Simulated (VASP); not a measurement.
# Ba (Im-3m) in VASP: settings compared

Ba is run at these levels: PBEsol, PBE, LDA; tasks: single point.

Program: VASP 6.6.1. These are calculated values, not measurements. Logs are shortened: lines on timing, memory, paths and dates and some standing lists are left out, and cuts for length are marked.

## (1) The cell of the first run

Symmetry: Im-3m, No. 229, cubic system. The conventional cell has a = 5.170 Å, b = 5.170 Å, c = 5.170 Å, α = 90.00°, β = 90.00°, γ = 90.00°. Within 5.9 Å of Ba (site symmetry m-3m) lie 14 Ba at 4.48 to 5.17 Å.

## (2) Single point, PBEsol (functional PBEsol, strained)

INCAR

```
  ALGO = Normal
  EDIFF = 1E-6
  ENCUT = 500
  GGA = PS
  GGA_COMPAT = F
  ISIF = 2
  ISMEAR = 0
  LASPH = T
  LCHARG = F
  LREAL = F
  LWAVE = F
  NBANDS = 11
  NELM = 120
  PREC = Accurate
  SIGMA = 0.1
```

KPOINTS

```
k-points
0
Gamma
  12 12 12
```

POSCAR

```
Ba
1.0
   -2.5851750000      2.5851750000      2.5851750000
    2.5851750000     -2.5851750000      2.5851750000
    2.5851750000      2.5851750000     -2.5851750000
Ba
1
Direct
    0.0000000000      0.0000000000      0.0000000000
```

Potentials or basis: VASP PAW PBE potentials, release 64 (Ba_sv).

On the command line:

```
> cat potpaw_PBE.64/Ba_sv/POTCAR > POTCAR
> mpirun -np 1 vasp_std > vasp.out
```

OUTCAR:

```text
EDIFF = 1E-6
   ENCUT = 500
   GGA = PS
   ISIF = 2
   ISMEAR = 0
   LASPH = T
   LREAL = F
   NELM = 120
   PREC = Accurate

 ion  position               nearest neighbor table
   1  0.000  0.000  0.000-

  LATTYP: Found a body centered cubic cell.
 ALAT       =     5.1703500000

  Lattice vectors:

 A1 = (  -2.5851750000,   2.5851750000,   2.5851750000)
 A2 = (   2.5851750000,  -2.5851750000,   2.5851750000)
 A3 = (   2.5851750000,   2.5851750000,  -2.5851750000)

Analysis of symmetry for initial positions (statically):
=====================================================================
 Subroutine PRICEL returns:
 Original cell was already a primitive cell.

 Routine SETGRP: Setting up the symmetry group for a
 body centered cubic supercell.

 Subroutine GETGRP returns: Found 48 space group operations
 (whereof 48 operations were pure point group operations)
 out of a pool of 48 trial point group operations.

The static configuration has the point symmetry O_h .

Analysis of symmetry for dynamics (positions and initial velocities):
=====================================================================
 Subroutine PRICEL returns:
 Original cell was already a primitive cell.

 Routine SETGRP: Setting up the symmetry group for a
 body centered cubic supercell.

 Subroutine GETGRP returns: Found 48 space group operations
 (whereof 48 operations were pure point group operations)
 out of a pool of 48 trial point group operations.

The dynamic configuration has the point symmetry O_h .

 Subroutine INISYM returns: Found 48 space group operations
 (whereof 48 operations are pure point group operations),
 and found     1 'primitive' translations

----------------------------------------------------------------------------------------

                                     Primitive cell

  volume of cell :      69.1082

  direct lattice vectors                    reciprocal lattice vectors
    -2.585175000  2.585175000  2.585175000     0.000000000  0.193410504  0.193410504
     2.585175000 -2.585175000  2.585175000     0.193410504  0.000000000  0.193410504
     2.585175000  2.585175000 -2.585175000     0.193410504  0.193410504  0.000000000

  length of vectors
     4.477654446  4.477654446  4.477654446     0.273523758  0.273523758  0.273523758

  position of ions in fractional coordinates (direct lattice)
     0.000000000  0.000000000  0.000000000

  ion indices of the primitive-cell ions
   primitive index   ion index
                 1           1

----------------------------------------------------------------------------------------

 KPOINTS: k-points

Automatic generation of k-mesh.
 Grid dimensions read from file:
 generate k-points for:   12   12   12

 Generating k-lattice:

  Cartesian coordinates                     Fractional coordinates (reciprocal lattice)
     0.000000000  0.016117542  0.016117542     0.083333333  0.000000000  0.000000000
     0.016117542  0.000000000  0.016117542     0.000000000  0.083333333  0.000000000
     0.016117542  0.016117542  0.000000000     0.000000000  0.000000000  0.083333333

  Length of vectors
     0.022793647  0.022793647  0.022793647

  Shift w.r.t. Gamma in fractional coordinates (k-lattice)
     0.000000000  0.000000000  0.000000000

 Subroutine IBZKPT returns following result:
 ===========================================

 Found     72 irreducible k-points:

 Following reciprocal coordinates:
            Coordinates               Weight
  0.000000  0.000000  0.000000      1.000000
  0.083333  0.000000  0.000000     12.000000
  0.166667  0.000000  0.000000     12.000000
  0.250000  0.000000  0.000000     12.000000
  0.333333  0.000000  0.000000     12.000000
  0.416667  0.000000  0.000000     12.000000
[... 16 lines left out ...]
  0.333333  0.083333  0.083333     24.000000
  0.416667  0.083333  0.083333     12.000000
 [... further k-points ...]
   k-points           NKPTS =     72   k-points in BZ     NKDIM =     72   number of bands    NBANDS=     11
   number of dos      NEDOS =    301   number of ions     NIONS =      1
   total plane-waves  NPLWV =  46656
   dimension x,y,z NGX =    36 NGY =   36 NGZ =   36
   dimension x,y,z NGXF=    72 NGYF=   72 NGZF=   72
   ions per type =               1
   NGX,Y,Z   is equivalent  to a cutoff of  13.37, 13.37, 13.37 a.u.
   NGXF,Y,Z  is equivalent  to a cutoff of  26.73, 26.73, 26.73 a.u.
 SYSTEM =  unknown system
   PREC   = accura    normal or accurate (medium, high low for compatibility)
   ISTART =      0    job   : 0-new  1-cont  2-samecut
   ICHARG =      2    charge: 1-file 2-atom 10-const
   ISPIN  =      1    spin polarized calculation?
   LNONCOLLINEAR =      F non collinear calculations
   LSORBIT =      F    spin-orbit coupling
   LASPH  =      T    aspherical Exc in radial PAW
   ENCUT  =  500.0 eV  36.75 Ry    6.06 a.u.   8.16  8.16  8.16*2*pi/ulx,y,z
   NELM   =    120;   NELMIN=  2; NELMDL= -5     # of ELM steps
   EDIFF  = 0.1E-05   stopping-criterion for ELM
   LREAL  =      F    real-space projection
   EDIFFG = 0.1E-04   stopping-criterion for IOM
   NSW    =      0    number of steps for IOM
   IBRION =     -1    ionic relax: 0-MD 1-quasi-New 2-CG
   NFREE  =      0    steps in history (QN), initial steepest desc. (CG)
   ISIF   =      2    stress and relaxation
   ISYM   =      2    0-nonsym 1-usesym 2-fastsym
   POTIM  = 0.5000    time-step for ionic-motion
   TEBEG  =    0.0;   TEEND  =   0.0 temperature during run
   PSTRESS=    0.0 pullay stress
   NELECT =      10.0000    total number of electrons
   NUPDOWN=      -1.0000    fix difference up-down
   EMIN   =  10.00;   EMAX   =-10.00  energy-range for DOS
   EFERMI =   0.00;   METHOD = LEGACY
   ISMEAR =     0;   SIGMA  =   0.10  broadening in eV -4-tet -1-fermi 0-gaus
   EFERMI_NEDOS =   21; number of points for ismear=-14 and -15
   IALGO  =     38    algorithm
   IMIX   =      4    mixing-type and parameters
     AMIX     =   0.40;   BMIX     =  1.00
     AMIX_MAG =   1.60;   BMIX_MAG =  1.00
  volume/ion in A,a.u.               =      69.11       466.37
  Fermi-wavevector in a.u.,A,eV,Ry     =   0.859472  1.624166 10.050508  0.738692
  Thomas-Fermi vector in A             =   1.976832
   LORBIT       =      0    0 simple, 1 ext, 2 COOP (PROOUT), +10 PAW based schemes
   GGA     = PS    functional components
   LHFCALC =     F    Hartree Fock is set to
   AEXX    =    0.0000 exact exchange contribution
   IVDW    =     0    specifies the selected vdW correction
   LEPSILON=     F    determine dielectric tensor
   LRPA    =     F    only Hartree local field effects (RPA)
 non-spin polarized calculation
 Gauss-broadening in eV      SIGMA  =   0.10
  energy-cutoff  :      500.00
  volume of cell :       69.11
 maximum number of plane-waves:      1776
 NGX is ok and might be reduce to    36
   NGX = 17   NGY = 17   NGZ = 17

 number of electron      10.0000000 magnetization

 Free energy of the ion-electron system (eV)
  ---------------------------------------------------
  ext. energy  EPLUGINS =         0.00000000
  ---------------------------------------------------
  free energy    TOTEN  =        -2.10769931 eV

  energy without entropy =       -2.10163752  energy(sigma->0) =       -2.10466842

 E-fermi :   1.2461     XC(G=0):  -7.2121

 val. band max:        1.1972037860   @ k =  -0.4167  -0.4167   0.2500
 cond. band min:       1.2587159462   @ k =   0.3333   0.1667   0.1667
 fundamental gap:      0.0615121602
 Fermi energy:         1.2460826920

 k-point     1 :       0.0000    0.0000    0.0000
  band No.  band energies     occupation
      1     -27.7788      2.00000
      2     -12.7531      2.00000
      3     -12.7531      2.00000
      4     -12.7531      2.00000
      5      -1.4634      2.00000
      6       2.9551      0.00000
      7       2.9551      0.00000
      8       2.9551      0.00000
      9       4.2665      0.00000
     10       4.2665      0.00000
     11       7.9237      0.00000

 k-point     2 :       0.0833    0.0000    0.0000
  band No.  band energies     occupation
      1     -27.7769      2.00000
      2     -12.7775      2.00000
      3     -12.7608      2.00000
      4     -12.7532      2.00000
      5      -1.3461      2.00000
      6       2.8603      0.00000
      7       2.9046      0.00000
      8       3.0742      0.00000
      9       4.1156      0.00000
     10       4.2604      0.00000
     11       8.0536      0.00000

 k-point     3 :       0.1667    0.0000    0.0000
  band No.  band energies     occupation
      1     -27.7717      2.00000
      2     -12.8429      2.00000
      3     -12.7817      2.00000
      4     -12.7535      2.00000
      5      -1.0139      2.00000
      6       2.6294      0.00000
      7       2.6836      0.00000
      8       3.4256      0.00000
      9       3.9621      0.00000
     10       4.2651      0.00000
     11       8.2960      0.00000

 k-point     4 :       0.2500    0.0000    0.0000
  band No.  band energies     occupation
      1     -27.7645      2.00000
      2     -12.9299      2.00000
      3     -12.8100      2.00000
      4     -12.7538      2.00000
      5      -0.5312      2.00000
      6       2.3413      0.00000
      7       2.3617      0.00000
      8       3.9914      0.00000
      9       4.0290      0.00000
     10       4.3236      0.00000
     11       8.1102      0.00000

 k-point     5 :       0.3333    0.0000    0.0000
  band No.  band energies     occupation
      1     -27.7573      2.00000
      2     -13.0142      2.00000
      3     -12.8379      2.00000
      4     -12.7541      2.00000
      5      -0.0284      2.00000
      6       2.1157      0.00000
      7       2.1317      0.00000
      8       4.1745      0.00000
      9       4.4582      0.00000
     10       4.7325      0.00000
     11       7.4664      0.00000
[... 211 lines left out ...]
 k-point    21 :       0.1667    0.0833    0.0833
  band No.  band energies     occupation
      1     -27.7624      2.00000
      2     -12.9553      2.00000
      3     -12.8018      2.00000
      4     -12.7728      2.00000
      5      -0.3320      2.00000
      6       2.1688      0.00000
      7       2.2010      0.00000
      8       4.1531      0.00000
      9       4.3540      0.00000
     10       4.3879      0.00000
     11       8.4190      0.00000

 k-point    22 :       0.2500    0.0833    0.0833
  band No.  band energies     occupation
      1     -27.7560      2.00000
      2     -13.0167      2.00000
      3     -12.8393      2.00000
      4     -12.7749      2.00000
      5       0.1853      2.00000
      6       1.9699      0.00000
      7       2.0017      0.00000
      8       4.2672      0.00000
      9       4.5281      0.00000
     10       5.0995      0.00000
     11       7.5876      0.00000

 k-point    23 :       0.3333    0.0833    0.0833
  band No.  band energies     occupation
      1     -27.7513      2.00000
      2     -13.0583      2.00000
      3     -12.8691      2.00000
      4     -12.7765      2.00000
      5       0.5437      2.00000
      6       1.8787      0.00000
      7       2.0085      0.00000
      8       4.3286      0.00000
      9       4.6832      0.00000
     10       5.7892      0.00000
     11       6.7322      0.00000

 k-point    24 :       0.4167    0.0833    0.0833
  band No.  band energies     occupation
      1     -27.7496      2.00000
      2     -13.0730      2.00000
      3     -12.8803      2.00000
      4     -12.7770      2.00000
      5       0.6440      2.00000
      6       1.8372      0.00000
      7       2.1204      0.00000
      8       4.3006      0.00000
      9       4.7552      0.00000
     10       6.2620      0.00000
     11       6.2799      0.00000

 [... further k-points ...]

------------------------ aborting loop because EDIFF is reached ----------------------------------------

  FORCE on cell =-STRESS in cart. coord.  units (eV):
  Direction    XX          YY          ZZ          XY          YZ          ZX
  --------------------------------------------------------------------------------------
  -------------------------------------------------------------------------------------
  Total       -0.5211140     -0.5211140     -0.5211140     -0.0000000     -0.0000000      0.0000000
  in kB      -12.0812944    -12.0812944    -12.0812944     -0.0000000     -0.0000000      0.0000000
  external PRESSURE =     -12.0812944 kB  Pullay stress =       0.0000000 kB

 VOLUME and BASIS-vectors are now :
 -----------------------------------------------------------------------------
  energy-cutoff  :      500.00
  volume of cell :       69.11
      direct lattice vectors                 reciprocal lattice vectors
    -2.585175000  2.585175000  2.585175000     0.000000000  0.193410504  0.193410504
     2.585175000 -2.585175000  2.585175000     0.193410504  0.000000000  0.193410504
     2.585175000  2.585175000 -2.585175000     0.193410504  0.193410504  0.000000000

 POSITION                                       TOTAL-FORCE (eV/Angst)
 -----------------------------------------------------------------------------------
      0.00000      0.00000      0.00000        -0.000000     -0.000000     -0.000000
 -----------------------------------------------------------------------------------
    total drift:                                0.000000      0.000000     -0.000000

  FREE ENERGIE OF THE ION-ELECTRON SYSTEM (eV)
  ---------------------------------------------------
  free  energy   TOTEN  =        -2.1076993094 eV

  energy  without entropy=       -2.1016375245  energy(sigma->0) =       -2.10466842
```

It took 39 s on 1 thread of AMD EPYC 7R43 (Zen 3), shared host; peak memory 0.19 GiB.

What came out:

* Free energy: -2.1077 eV
* Pressure: -1.2 GPa
* Band gap on the k mesh: zero (band 5 reaches 1.69 eV, above the bottom of band 6 at 0.83 eV)

Levels at points of the mesh, in eV from the Fermi level:
```tsv
k point	band 3	band 4	band 5	band 6	band 7	band 8
(0.00, 0.00, 0.00)	-14.00	-14.00	-2.71	1.71	1.71	1.71
(0.50, 0.00, 0.00)	-14.11	-14.00	-0.85	0.68	1.01	2.94
(0.50, 0.50, 0.50)	-14.24	-14.24	-0.42	-0.42	3.91	3.91
```

Caveat: the cell differs from its parent crystal (functional PBEsol, strained); the PAW data sets were made with another functional, which shifts forces and pressure a little; spin-orbit coupling is left out, which moves the levels of the heavy elements.

## (3) Single point, PBE (strained)

INCAR

```
SYSTEM = Ba
PREC = Accurate
ENCUT = 500
EDIFF = 1E-6
ISMEAR = 0
SIGMA = 0.1
LREAL = .False.
LASPH = .True.
NELM = 120
ALGO = Normal
ISIF = 2
LWAVE = .False.
LCHARG = .False.
GGA = PE
NBANDS = 11
GGA_COMPAT = .False.
```

KPOINTS

```
regular mesh
0
Gamma
  10 10 10
  0 0 0
```

POSCAR

```
Ba
1.0
   -2.5911500000      2.5911500000      2.5911500000
    2.5911500000     -2.5911500000      2.5911500000
    2.5911500000      2.5911500000     -2.5911500000
Ba
1
Direct
    0.0000000000      0.0000000000      0.0000000000
```

Potentials or basis: VASP PAW PBE potentials, release 64 (Ba_sv).

On the command line:

```
> cat potpaw_PBE.64/Ba_sv/POTCAR > POTCAR
> mpirun -np 1 vasp_std > vasp.out
```

Wall time 26 s (1 thread of Intel Xeon 6975P-C, shared host); peak memory 0.21 GiB.

It converged, with:

```
Free energy            : -1.8966 eV
Pressure               : -0.7 GPa
Band gap on the k mesh : zero (band 5 reaches 1.59 eV, above the bottom of band 6 at 0.91 eV)
```

Levels at points of the mesh, in eV from the Fermi level:
| k point | band 1 | band 2 | band 3 | band 4 | band 5 | band 6 | band 7 | band 8 | band 9 | band 10 |
| --- | --- | --- | --- | --- | --- | --- | --- | --- | --- | --- |
| (0.00, 0.00, 0.00) | -29.05 | -14.05 | -14.05 | -14.05 | -2.68 | 1.72 | 1.72 | 1.72 | 3.00 | 3.00 |
| (0.50, 0.00, 0.00) | -29.03 | -14.38 | -14.16 | -14.05 | -0.82 | 0.70 | 0.99 | 2.93 | 3.47 | 4.72 |
| (0.50, 0.50, 0.50) | -29.01 | -14.28 | -14.28 | -14.28 | -0.41 | -0.41 | 3.90 | 3.90 | 3.90 | 4.30 |

Caveat: the cell differs from its parent crystal (strained); spin-orbit coupling is left out, which moves the levels of the heavy elements.

(Continued in part 2 of 2.)
